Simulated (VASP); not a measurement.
Wanted: the native input for a VASP 6.6.1 run.

* Task: single point
* Functional: PBE
* Potentials or basis: VASP PAW PBE potentials, release 64 (Ba_sv, Ti_sv, O)
* Cutoff: 520 eV
* k mesh: 6 × 6 × 6
* Occupations: fermi-dirac, width 0.02 eV
* Spin: no spin polarisation
* Dipole correction: no
* Further INCAR settings: ALGO = Normal; EDIFF = 1e-06; NBANDS = 28

The structure of BaTiO3 lies in POSCAR:

```
BaTiO3
1.0
    3.9940959787      0.0000000000      0.0000000000
    0.0000000000      3.9940959787      0.0000000000
    0.0000000000      0.0000000000      3.9940959787
Ba Ti O
1 1 3
Direct
    0.5000000000      0.5000000000      0.5000000000
    0.0000000000      0.0000000000      0.0000000000
    0.5000000000      0.0000000000      0.0000000000
    0.0000000000      0.5000000000      0.0000000000
    0.0000000000      0.0000000000      0.5000000000
```

One way to write it, as run:

INCAR

```
SYSTEM = BaTiO3
PREC     = Accurate       ! precision mode
ENCUT    = 520            ! plane-wave cutoff, eV
EDIFF    = 1E-6           ! SCF threshold, eV
ISMEAR   = -1             ! smearing method
SIGMA    = 0.02           ! smearing width, eV
LREAL    = .False.        ! projectors in reciprocal space
LASPH    = .True.         ! aspherical terms in the spheres
NELM     = 60             ! most SCF steps
ALGO     = Normal         ! electronic algorithm
ISIF     = 2              ! what is computed and relaxed
LWAVE    = .False.        ! write WAVECAR
LCHARG   = .False.        ! write CHGCAR
GGA      = PE             ! functional
NBANDS   = 28             ! bands
```

KPOINTS

```
Automatic mesh
0
Gamma
  6 6 6
  0 0 0
```

Potentials or basis: VASP PAW PBE potentials, release 64 (Ba_sv, Ti_sv, O).

Command:

```console
$ cat potpaw_PBE.64/Ba_sv/POTCAR potpaw_PBE.64/Ti_sv/POTCAR potpaw_PBE.64/O/POTCAR > POTCAR
$ mpirun -np 1 vasp_std > vasp.out
```

It gave:

The pressure is 5.0 GPa. The band gap on the k mesh is 1.76 eV (least direct gap 1.90 eV).

Caveat: the cell stands under pressure; spin-orbit coupling is left out, which moves the levels of the heavy elements.

Wall time 63 s on 1 thread of Intel Xeon 8259CL, with other jobs on the host, peak memory 0.19 GiB.
